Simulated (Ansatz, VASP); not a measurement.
# Cu2Ge: VASP beside Ansatz

```
CELL_PARAMETERS angstrom
4.39515 0.00000 0.00000
-2.19758 3.80632 0.00000
0.00000 0.00000 9.36062
ATOMIC_POSITIONS crystal
Cu 0.00000 0.00000 0.62740
Cu 0.00000 0.00000 0.37260
Cu 0.00000 0.00000 0.12358
Cu 0.00000 0.00000 0.87642
Ge 0.33333 0.66667 0.50000
Ge 0.66667 0.33333 0.50000
```

Alike in both runs: functional PBE; k mesh 12 × 12 × 4; occupations gaussian, width 0.1 eV; no spin polarisation.

Ansatz relaxed the structure, and its values are those at the end. VASP's run is a single point on that final structure, the one shown.

|  | VASP | Ansatz |
| --- | --- | --- |
| version | VASP 6.6.1 | Ansatz 0.2.0 |
| potentials or method | VASP PAW PBE potentials, release 64 (Cu, Ge_d), cutoff 520 eV | scalar-relativistic, plane waves, PAW |
| valence electrons in the cell | 72 | 104 |

Ansatz gave:

| Property | Result |
| --- | --- |
| gap on the k mesh at the Fermi level (eV) | none |
| pressure (GPa) | 0.0 |

Task: Which values does VASP return?

Result: gap on the k mesh at the Fermi level (eV): none; pressure (GPa): 0.1.

A gap of «none» marks a metal or a gap that the smearing closes. VASP's potentials hold 72 valence electrons a cell and Ansatz's 104, so a difference there can come from the potentials and not from the codes.
